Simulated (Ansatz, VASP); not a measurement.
## SnSe2: VASP beside Ansatz

```
CELL_PARAMETERS angstrom
4.01339 0.00000 0.00000
-2.00670 3.17636 0.00000
0.00000 0.00000 6.52330
ATOMIC_POSITIONS crystal
Sn 0.00000 0.00000 0.00000
Se 0.33333 0.66667 0.24127
Se 0.66667 0.33333 0.75873
```

Change from the starting cell: strain +0.0450 x Voigt [1, -1, 0, 0, 0, 0], atoms carried along.

Alike in both runs: task single point; functional r2SCAN; k mesh 12 × 12 × 4; occupations gaussian, width 0.05 eV; no spin polarisation.

```csv
,VASP,Ansatz
version,VASP 6.6.1,Ansatz 0.2.0
potentials or method,"VASP PAW PBE potentials, release 64 (Sn_d, Se), cutoff 520 eV","scalar-relativistic, plane waves, PAW"
valence electrons in the cell,26,46
```

Ansatz gave:

```
gap on the k mesh at the Fermi level (eV)                     : 0.57
least direct gap on the mesh (eV)                             : 1.41
pressure (GPa)                                                : 0.4
traceless stress, the component that is largest in VASP (GPa) : 3.28
rms of the force components (eV/Å)                            : 0.028
```

Q: What did VASP give for the same quantities?

A: gap on the k mesh at the Fermi level (eV): 0.57; least direct gap on the mesh (eV): 1.41; pressure (GPa): 0.5; traceless stress, the component that is largest in VASP (GPa): 3.29; rms of the force components (eV/Å): 0.031.

VASP's potentials were made for PBE, not for r2SCAN. Atom by atom the forces differ by 0.006 eV/Å (rms over components). VASP's potentials hold 26 valence electrons a cell and Ansatz's 46, so a difference there can come from the potentials and not from the codes.
